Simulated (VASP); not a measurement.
Set up this calculation in VASP 6.6.1, as the native input.

| Quantity | Value |
| --- | --- |
| Task | single point |
| Functional | revPBE |
| Potentials or basis | VASP PAW PBE potentials, release 64 (La) |
| Cutoff | 520 eV |
| k mesh | 7 × 7 × 7 |
| Occupations | methfessel-paxton, width 0.05 eV |
| Spin | non-collinear spin, typed start, spin-orbit coupling |
| Starting moments | [[0.0, 0.0, 0.5]] μB |
| Dipole correction | no |
| Further INCAR settings | ALGO = Fast; EDIFF = 1e-06; NBANDS = 22 |

The structure of La lies in POSCAR:

```
La
1.0
   -2.0656143684      2.0656143684      2.0656143684
    2.0656143684     -2.0656143684      2.0656143684
    2.0656143684      2.0656143684     -2.0656143684
La
1
Direct
    0.0000000000      0.0000000000      0.0000000000
```

These files were run (other wordings do the same):

INCAR

```
SYSTEM = La
PREC = Accurate
ENCUT = 520
EDIFF = 1E-6
ISMEAR = 1
SIGMA = 0.05
LREAL = .False.
LASPH = .True.
NELM = 150
ALGO = Fast
ISIF = 2
LWAVE = .False.
LCHARG = .False.
MAGMOM = 0 0 0.5
LORBIT = 11
LSORBIT = .True.
GGA_COMPAT = .False.
LORBMOM = .True.
LMAXMIX = 6
GGA = RE
NBANDS = 22
```

KPOINTS

```
Automatic mesh
0
Gamma
  7 7 7
  0 0 0
```

Potentials or basis: VASP PAW PBE potentials, release 64 (La).

Command:

```console
$ cat potpaw_PBE.64/La/POTCAR > POTCAR
$ mpirun -np 1 vasp_ncl > vasp.out
```

Results of the run:

```yaml
Pressure: 3.7 GPa
Net_moment: 0.38 μB per cell
Valence_electrons_inside_the_program's_atomic_spheres: La 8.64
```

Caveat: the PAW data sets were made with another functional, which shifts forces and pressure a little.

Wall time 5.4 min on 1 thread of Intel(R) Xeon(R) Platinum 8375C CPU @ 2.90GHz (Ice Lake), with other jobs on the host, peak memory 0.3 GiB.
